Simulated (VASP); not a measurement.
Write the native input for VASP 6.6.1 that does the following.

- Task: single point
- Functional: PBE
- Potentials or basis: VASP PAW PBE potentials, release 64 (Mg, F)
- Cutoff: 600 eV
- k mesh: 6 × 6 × 8
- Occupations: gaussian, width 0.02 eV
- Spin: no spin polarisation
- Dipole correction: no
- Further INCAR settings: ALGO = Normal; EDIFF = 1e-06; NBANDS = 25

The structure of MgF2 lies in POSCAR:

```
MgF2
1.0
    4.6975999793      0.0000000000      0.0000000000
    0.0000000000      4.6975999793      0.0000000000
    0.0000000000      0.0000000000      3.0930660524
Mg F
2 4
Direct
    0.0000000000      0.0000000000      0.0000000000
    0.5000000000      0.5000000000      0.5000000000
    0.3035644564      0.3035644564      0.0000000000
    0.1964355436      0.8035644564      0.5000000000
    0.6964355436      0.6964355436      0.0000000000
    0.8035644564      0.1964355436      0.5000000000
```

These files were run (other wordings do the same):

INCAR

```
SYSTEM = MgF2
PREC = Accurate
ENCUT = 600
EDIFF = 1E-6
ISMEAR = 0
SIGMA = 0.02
LREAL = .FALSE.
LASPH = .TRUE.
NELM = 120
ALGO = Normal
ISIF = 2
LWAVE = .FALSE.
LCHARG = .FALSE.
GGA = PE
NBANDS = 25
GGA_COMPAT = .FALSE.
```

KPOINTS

```
Automatic mesh
0
G
  6 6 8
  0 0 0
```

Potentials or basis: VASP PAW PBE potentials, release 64 (Mg, F).

The run is started by

```console
$ cat potpaw_PBE.64/Mg/POTCAR potpaw_PBE.64/F/POTCAR > POTCAR
$ mpirun -np 1 vasp_std > vasp.out
```

Results of the run:

```json
{"Pressure": "-1.0 GPa", "Band gap on the k mesh": "6.80 eV"}
```

Run time: 2.4 min on 1 thread of Intel Xeon 8259CL (shared host), peak memory 0.25 GiB.
